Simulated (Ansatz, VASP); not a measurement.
**Two plane-wave programs on IrS**

INCAR

```
PREC     = Accurate       # precision mode
ENCUT    = 520            # plane-wave cutoff, eV
EDIFF    = 1E-6           # SCF threshold, eV
ISMEAR   = 0              # smearing method
SIGMA    = 0.05           # smearing width, eV
LREAL    = F              # projectors in reciprocal space
LASPH    = T              # aspherical terms in the spheres
NELM     = 100            # most SCF steps
ALGO     = Normal         # electronic algorithm
ISIF     = 2              # what is computed and relaxed
LWAVE    = F              # write WAVECAR
LCHARG   = F              # write CHGCAR
GGA      = PS             # functional
NBANDS   = 14             # bands
```

Contents of KPOINTS:

```
Automatic mesh
0
Gamma
  10 10 10
```

POSCAR

```
IrS
1.0
    0.0000000000      2.4712134354      2.4712134354
    2.4712134354      0.0000000000      2.4712134354
    2.4712134354      2.4712134354      0.0000000000
Ir S
1 1
Direct
    0.5000000000      0.5000000000      0.5000000000
    0.0000000000      0.0000000000      0.0000000000
```

Input for Ansatz:

```yaml
crystal:
  lattice:
    - [0.0, 2.4712134354, 2.4712134354]
    - [2.4712134354, 0.0, 2.4712134354]
    - [2.4712134354, 2.4712134354, 0.0]
  atoms:
    - { symbol: Ir, position: [0.5, 0.5, 0.5] }
    - { symbol: S, position: [0.0, 0.0, 0.0] }
basis:
  ecutwfc: 420
  ecutrho_ratio: 4
kpoints:
  mp_grid: { grid: [10, 10, 10] }
hamiltonian:
  xc: pbesol
scf:
  occupations: { method: gaussian, width: 0.05 }
output:
  forces: true
  stress: true
  eigenvalues: true
```

Alike in both runs: task single point; functional PBEsol; k mesh 10 × 10 × 10; occupations gaussian, width 0.05 eV; no spin polarisation.

```csv
,VASP,Ansatz
version,VASP 6.6.1,Ansatz 0.2.0
potentials or method,"VASP PAW PBE potentials, release 64 (Ir, S), cutoff 520 eV","scalar-relativistic, plane waves, PAW"
valence electrons in the cell,15,23
```

Ansatz gave:

```
gap on the k mesh at the Fermi level (eV) : none
pressure (GPa)                            : -7.5
```

Q: What did VASP give for the same quantities?

A: gap on the k mesh at the Fermi level (eV): none; pressure (GPa): -6.7.

VASP's potentials were made for PBE, not for PBEsol. A gap of «none» marks a metal or a gap that the smearing closes. VASP's potentials hold 15 valence electrons a cell and Ansatz's 23, so a difference there can come from the potentials and not from the codes.

Spin-orbit coupling is off throughout.
